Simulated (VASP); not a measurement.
# NaF (Fm-3m) in VASP: a series of runs

Runs on NaF. Level: PBE. Tasks: single point, relaxation of cell and atoms.

All numbers are computed with VASP 6.6.1; they aren't measurements. Logs are shortened: lines on timing, memory, paths and dates and some standing lists are left out, and cuts for length are marked.

## Step 1: The cell of the first run

The structure is cubic, space group Fm-3m (No. 225). Conventional cell: a = 4.701 Å, b = 4.701 Å, c = 4.701 Å, α = 90.00°, β = 90.00°, γ = 90.00°. Within 3.1 Å of Na (site symmetry m-3m) lie 6 F at 2.35 Å. Within 3.1 Å of F (site symmetry m-3m) lie 6 Na at 2.35 Å.

## Step 2: Single point, PBE

INCAR

```
PREC = Accurate
ENCUT = 520
EDIFF = 1E-6
ISMEAR = 0
SIGMA = 0.02
LREAL = F
LASPH = T
NELM = 80
ALGO = Normal
ISIF = 2
LWAVE = F
LCHARG = F
GGA = PE
NBANDS = 14
```

KPOINTS

```
regular mesh
0
Gamma
  8 8 8
```

POSCAR

```
NaF
1.0
    0.0000000000      2.3502703221      2.3502703221
    2.3502703221      0.0000000000      2.3502703221
    2.3502703221      2.3502703221      0.0000000000
Na F
1 1
Direct
    0.0000000000      0.0000000000      0.0000000000
    0.5000000000      0.5000000000      0.5000000000
```

Potentials or basis: VASP PAW PBE potentials, release 64 (Na_pv, F).

Launch:

```sh
> cat potpaw_PBE.64/Na_pv/POTCAR potpaw_PBE.64/F/POTCAR > POTCAR
> mpirun -np 1 vasp_std > vasp.out
```

OUTCAR:

```text
PREC = Accurate
   ENCUT = 520
   EDIFF = 1E-6
   ISMEAR = 0
   LREAL = F
   LASPH = T
   NELM = 80
   ISIF = 2
   GGA = PE

 ion  position               nearest neighbor table
   1  0.000  0.000  0.000-
   2  0.500  0.500  0.500-

  LATTYP: Found a face centered cubic cell.
 ALAT       =     4.7005406442

  Lattice vectors:

 A1 = (   0.0000000000,   2.3502703221,   2.3502703221)
 A2 = (   2.3502703221,   0.0000000000,   2.3502703221)
 A3 = (   2.3502703221,   2.3502703221,   0.0000000000)

Analysis of symmetry for initial positions (statically):
=====================================================================
 Subroutine PRICEL returns:
 Original cell was already a primitive cell.

 Routine SETGRP: Setting up the symmetry group for a
 face centered cubic supercell.

 Subroutine GETGRP returns: Found 48 space group operations
 (whereof 48 operations were pure point group operations)
 out of a pool of 48 trial point group operations.

The static configuration has the point symmetry O_h .

Analysis of symmetry for dynamics (positions and initial velocities):
=====================================================================
 Subroutine PRICEL returns:
 Original cell was already a primitive cell.

 Routine SETGRP: Setting up the symmetry group for a
 face centered cubic supercell.

 Subroutine GETGRP returns: Found 48 space group operations
 (whereof 48 operations were pure point group operations)
 out of a pool of 48 trial point group operations.

The dynamic configuration has the point symmetry O_h .

 Subroutine INISYM returns: Found 48 space group operations
 (whereof 48 operations are pure point group operations),
 and found     1 'primitive' translations

----------------------------------------------------------------------------------------

                                     Primitive cell

  volume of cell :      25.9647

  direct lattice vectors                    reciprocal lattice vectors
     0.000000000  2.350270322  2.350270322    -0.212741486  0.212741486  0.212741486
     2.350270322  0.000000000  2.350270322     0.212741486 -0.212741486  0.212741486
     2.350270322  2.350270322  0.000000000     0.212741486  0.212741486 -0.212741486

  length of vectors
     3.323784165  3.323784165  3.323784165     0.368479062  0.368479062  0.368479062

  position of ions in fractional coordinates (direct lattice)
     0.000000000  0.000000000  0.000000000
     0.500000000  0.500000000  0.500000000

  ion indices of the primitive-cell ions
   primitive index   ion index
                 1           1
                 2           2

----------------------------------------------------------------------------------------

 KPOINTS: regular mesh

Automatic generation of k-mesh.
 Grid dimensions read from file:
 generate k-points for:    8    8    8

 Generating k-lattice:

  Cartesian coordinates                     Fractional coordinates (reciprocal lattice)
    -0.026592686  0.026592686  0.026592686     0.125000000  0.000000000  0.000000000
     0.026592686 -0.026592686  0.026592686     0.000000000  0.125000000  0.000000000
     0.026592686  0.026592686 -0.026592686     0.000000000  0.000000000  0.125000000

  Length of vectors
     0.046059883  0.046059883  0.046059883

  Shift w.r.t. Gamma in fractional coordinates (k-lattice)
     0.000000000  0.000000000  0.000000000

 Subroutine IBZKPT returns following result:
 ===========================================

 Found     29 irreducible k-points:

 Following reciprocal coordinates:
            Coordinates               Weight
  0.000000  0.000000  0.000000      1.000000
  0.125000  0.000000  0.000000      8.000000
  0.250000  0.000000  0.000000      8.000000
  0.375000  0.000000  0.000000      8.000000
  0.500000  0.000000  0.000000      4.000000
  0.125000  0.125000  0.000000      6.000000
[... 16 lines left out ...]
  0.500000  0.250000  0.125000     48.000000
 -0.375000  0.250000  0.125000     24.000000
 [... further k-points ...]
   k-points           NKPTS =     29   k-points in BZ     NKDIM =     29   number of bands    NBANDS=     14
   number of dos      NEDOS =    301   number of ions     NIONS =      2
   total plane-waves  NPLWV =  21952
   dimension x,y,z NGX =    28 NGY =   28 NGZ =   28
   dimension x,y,z NGXF=    56 NGYF=   56 NGZF=   56
   ions per type =               1   1
   NGX,Y,Z   is equivalent  to a cutoff of  14.00, 14.00, 14.00 a.u.
   NGXF,Y,Z  is equivalent  to a cutoff of  28.01, 28.01, 28.01 a.u.
 SYSTEM =  unknown system
   PREC   = accura    normal or accurate (medium, high low for compatibility)
   ISTART =      0    job   : 0-new  1-cont  2-samecut
   ICHARG =      2    charge: 1-file 2-atom 10-const
   ISPIN  =      1    spin polarized calculation?
   LNONCOLLINEAR =      F non collinear calculations
   LSORBIT =      F    spin-orbit coupling
   LASPH  =      T    aspherical Exc in radial PAW
   ENCUT  =  520.0 eV  38.22 Ry    6.18 a.u.   6.18  6.18  6.18*2*pi/ulx,y,z
   NELM   =     80;   NELMIN=  2; NELMDL= -5     # of ELM steps
   EDIFF  = 0.1E-05   stopping-criterion for ELM
   LREAL  =      F    real-space projection
[... 7 lines left out ...]
   TEBEG  =    0.0;   TEEND  =   0.0 temperature during run
   PSTRESS=    0.0 pullay stress
   NELECT =      14.0000    total number of electrons
   NUPDOWN=      -1.0000    fix difference up-down
   EMIN   =  10.00;   EMAX   =-10.00  energy-range for DOS
   EFERMI =   0.00;   METHOD = LEGACY
   ISMEAR =     0;   SIGMA  =   0.02  broadening in eV -4-tet -1-fermi 0-gaus
   EFERMI_NEDOS =   21; number of points for ismear=-14 and -15
   IALGO  =     38    algorithm
   IMIX   =      4    mixing-type and parameters
     AMIX     =   0.40;   BMIX     =  1.00
     AMIX_MAG =   1.60;   BMIX_MAG =  1.00
  volume/ion in A,a.u.               =      12.98        87.61
  Fermi-wavevector in a.u.,A,eV,Ry     =   1.332467  2.517997 24.156702  1.775467
  Thomas-Fermi vector in A             =   2.461399
   LORBIT       =      0    0 simple, 1 ext, 2 COOP (PROOUT), +10 PAW based schemes
   GGA     = PE    functional components
   LHFCALC =     F    Hartree Fock is set to
   AEXX    =    0.0000 exact exchange contribution
   IVDW    =     0    specifies the selected vdW correction
   LEPSILON=     F    determine dielectric tensor
   LRPA    =     F    only Hartree local field effects (RPA)
 non-spin polarized calculation
 Gauss-broadening in eV      SIGMA  =   0.02
  energy-cutoff  :      520.00
  volume of cell :       25.96
 maximum number of plane-waves:       725
 NGX is ok and might be reduce to    28
   NGX = 13   NGY = 13   NGZ = 13

 number of electron      14.0000002 magnetization

 Free energy of the ion-electron system (eV)
  ---------------------------------------------------
  ext. energy  EPLUGINS =         0.00000000
  ---------------------------------------------------
  free energy    TOTEN  =        -8.56946151 eV

  energy without entropy =       -8.56946151  energy(sigma->0) =       -8.56946151

 E-fermi :  -2.0910     XC(G=0):  -8.9534

 val. band max:       -2.2641968015   @ k =   0.0000   0.0000   0.0000
 cond. band min:       3.8094211581   @ k =   0.0000   0.0000   0.0000
 fundamental gap:      6.0736179596
 Fermi energy:        -2.0910300801

 k-point     1 :       0.0000    0.0000    0.0000
  band No.  band energies     occupation
      1     -21.3692      2.00000
      2     -21.3410      2.00000
      3     -21.3409      2.00000
      4     -21.3409      2.00000
      5      -2.2642      2.00000
      6      -2.2642      2.00000
      7      -2.2642      2.00000
      8       3.8094      0.00000
      9      16.4052      0.00000
     10      16.4052      0.00000
     11      16.4052      0.00000
     12      19.1805      0.00000
     13      21.3099      0.00000
     14      21.3099      0.00000

 k-point     2 :       0.1250    0.0000    0.0000
  band No.  band energies     occupation
      1     -21.6304      2.00000
      2     -21.3425      2.00000
      3     -21.3425      2.00000
      4     -21.0611      2.00000
      5      -2.5435      2.00000
      6      -2.2991      2.00000
      7      -2.2991      2.00000
      8       4.3397      0.00000
      9      14.6932      0.00000
     10      16.6249      0.00000
     11      16.6249      0.00000
     12      20.6964      0.00000
     13      20.6964      0.00000
     14      20.9685      0.00000

 k-point     3 :       0.2500    0.0000    0.0000
  band No.  band energies     occupation
      1     -21.8507      2.00000
      2     -21.3464      2.00000
      3     -21.3464      2.00000
      4     -20.7968      2.00000
      5      -3.1108      2.00000
      6      -2.3823      2.00000
      7      -2.3823      2.00000
      8       5.6276      0.00000
      9      12.6061      0.00000
     10      17.0951      0.00000
     11      17.0951      0.00000
     12      20.0220      0.00000
     13      20.0221      0.00000
     14      21.4420      0.00000
[... 324 lines left out ...]
 k-point    23 :       0.5000    0.2500    0.1250
  band No.  band energies     occupation
      1     -21.8812      2.00000
      2     -21.3851      2.00000
      3     -21.3617      2.00000
      4     -20.6960      2.00000
      5      -3.4304      2.00000
      6      -2.7347      2.00000
      7      -2.5413      2.00000
      8       8.0832      0.00000
      9      11.0518      0.00000
     10      14.6858      0.00000
     11      16.5192      0.00000
     12      18.8552      0.00000
     13      20.8408      0.00000
     14      24.7698      0.00000

 k-point    24 :      -0.3750    0.2500    0.1250
  band No.  band energies     occupation
      1     -21.8968      2.00000
      2     -21.3879      2.00000
      3     -21.3677      2.00000
      4     -20.6661      2.00000
      5      -3.4985      2.00000
      6      -2.8065      2.00000
      7      -2.5774      2.00000
      8       9.2414      0.00000
      9      10.1092      0.00000
     10      14.4108      0.00000
     11      16.2137      0.00000
     12      19.4129      0.00000
     13      20.4375      0.00000
     14      25.0498      0.00000

 [... further k-points ...]

------------------------ aborting loop because EDIFF is reached ----------------------------------------

  FORCE on cell =-STRESS in cart. coord.  units (eV):
  Direction    XX          YY          ZZ          XY          YZ          ZX
  --------------------------------------------------------------------------------------
  -------------------------------------------------------------------------------------
  Total       -0.0232959     -0.0232959     -0.0232959      0.0000000     -0.0000000      0.0000000
  in kB       -1.4374937     -1.4374937     -1.4374937      0.0000000     -0.0000000      0.0000000
  external PRESSURE =      -1.4374937 kB  Pullay stress =       0.0000000 kB

 VOLUME and BASIS-vectors are now :
 -----------------------------------------------------------------------------
  energy-cutoff  :      520.00
  volume of cell :       25.96
      direct lattice vectors                 reciprocal lattice vectors
     0.000000000  2.350270322  2.350270322    -0.212741486  0.212741486  0.212741486
     2.350270322  0.000000000  2.350270322     0.212741486 -0.212741486  0.212741486
     2.350270322  2.350270322  0.000000000     0.212741486  0.212741486 -0.212741486

 POSITION                                       TOTAL-FORCE (eV/Angst)
 -----------------------------------------------------------------------------------
      0.00000      0.00000      0.00000         0.000000     -0.000000      0.000000
      2.35027      2.35027      2.35027        -0.000000      0.000000     -0.000000
 -----------------------------------------------------------------------------------
    total drift:                                0.000000      0.000000      0.000000

  FREE ENERGIE OF THE ION-ELECTRON SYSTEM (eV)
  ---------------------------------------------------
  free  energy   TOTEN  =        -8.5694615102 eV

  energy  without entropy=       -8.5694615102  energy(sigma->0) =       -8.56946151
```

Run time: 12 s. Hardware: 1 thread of AMD EPYC 9R45 (Zen 5), shared host; peak memory 0.11 GiB.

What came out:

```yaml
Free_energy: -8.5695 eV
Pressure: -0.1 GPa
Band_gap_on_the_k_mesh: 6.07 eV, direct
```

## Step 3: Relaxation of cell and atoms, PBE

This run uses another cell than the first one, of 12.94 Å³/atom, 0.997 times its volume.

INCAR

```
  ALGO = Normal
  EDIFF = 1E-6
  EDIFFG = -0.01
  ENCUT = 600
  GGA = PE
  IBRION = 2
  ISIF = 3
  ISMEAR = 0
  LASPH = T
  LCHARG = F
  LREAL = F
  LWAVE = F
  NELM = 80
  NSW = 100
  PREC = Accurate
  SIGMA = 0.02
```

KPOINTS

```
k-points
0
Gamma
  8 8 8
```

POSCAR

```
NaF
1.0
    0.0000000000      2.3477418637      2.3477418637
    2.3477418637      0.0000000000      2.3477418637
    2.3477418637      2.3477418637      0.0000000000
Na F
1 1
Direct
    0.0000000000      0.0000000000      0.0000000000
    0.5000000000      0.5000000000      0.5000000000
```

Potentials or basis: VASP PAW PBE potentials, release 64 (Na_pv, F).

Launch:

```sh
> cat potpaw_PBE.64/Na_pv/POTCAR potpaw_PBE.64/F/POTCAR > POTCAR
> mpirun -np 1 vasp_std > vasp.out
```

It took 11 s on 1 thread of AMD EPYC 9R45 (Zen 5), shared host; peak memory 0.12 GiB.

It converged, with:

```
Free energy             : -8.5712 eV
Pressure after relaxing : -0.1 GPa
Band gap on the k mesh  : 6.09 eV, direct
```

Final structure:
```
CELL_PARAMETERS angstrom
0.00000 2.34774 2.34774
2.34774 0.00000 2.34774
2.34774 2.34774 0.00000
ATOMIC_POSITIONS crystal
Na 0.00000 0.00000 0.00000
F 0.50000 0.50000 0.50000
```

Levels at points of the mesh, in eV from the valence-band top:
```csv
k point,band 3,band 4,band 5,band 6,band 7,band 8,band 9,band 10,band 11
"(0.00, 0.00, 0.00)",-19.06,-19.06,0.00,0.00,0.00,6.09,18.69,18.69,18.69
"(0.50, 0.00, 0.00)",-19.08,-18.27,-1.50,-0.23,-0.23,10.54,12.13,19.68,19.68
"(0.50, 0.50, 0.00)",-19.11,-18.88,-1.21,-0.39,-0.39,12.83,13.17,13.22,19.26
```

Caveat: the relaxation stopped at its first step, so nothing moved. Expect the measured gap to be larger: semilocal functionals such as PBE lack the derivative discontinuity.

## Step 4: Single point, PBE

This run uses another cell than the first one, of 11.94 Å³/atom, 0.920 times its volume.

INCAR

```
PREC = Accurate
ENCUT = 600
EDIFF = 1E-6
ISMEAR = 0
SIGMA = 0.1
LREAL = False
LASPH = True
NELM = 120
ALGO = Normal
ISIF = 2
LWAVE = False
LCHARG = False
GGA = PE
NBANDS = 14
GGA_COMPAT = False
```

KPOINTS

```
Automatic mesh
0
Gamma
  6 6 6
```

POSCAR

```
NaF
1.0
    0.0000000000      2.2858943900      2.2858943900
    2.2858943900      0.0000000000      2.2858943900
    2.2858943900      2.2858943900      0.0000000000
Na F
1 1
Direct
    0.0000000000      0.0000000000      0.0000000000
    0.5000000000      0.5000000000      0.5000000000
```

Launch:

```sh
> cat potpaw_PBE.64/Na_pv/POTCAR potpaw_PBE.64/F/POTCAR > POTCAR
> mpirun -np 1 vasp_std > vasp.out
```

It took 6.7 s on 1 thread of Intel Xeon Platinum 8259CL at 2.50GHz (Skylake/Cascade Lake), shared host; peak memory 0.15 GiB.

The run converged. Its results:

```yaml
Free_energy: -8.5421 eV
Pressure: 4.3 GPa
Band_gap_on_the_k_mesh: 6.53 eV, direct
```

Levels at points of the mesh, in eV from the valence-band top:
| k point | band 5 | band 6 | band 7 | band 8 | band 9 | band 10 |
| --- | --- | --- | --- | --- | --- | --- |
| (0.00, 0.00, 0.00) | 0.00 | 0.00 | 0.00 | 6.53 | 19.27 | 19.27 |
| (0.50, 0.00, 0.00) | -1.68 | -0.28 | -0.28 | 11.04 | 12.82 | 20.56 |
| (0.50, 0.50, 0.00) | -1.33 | -0.42 | -0.42 | 13.45 | 13.50 | 14.02 |

A hybrid or GW would open this gap; PBE tends to underestimate it.

(Part 1 of 2 ends here.)
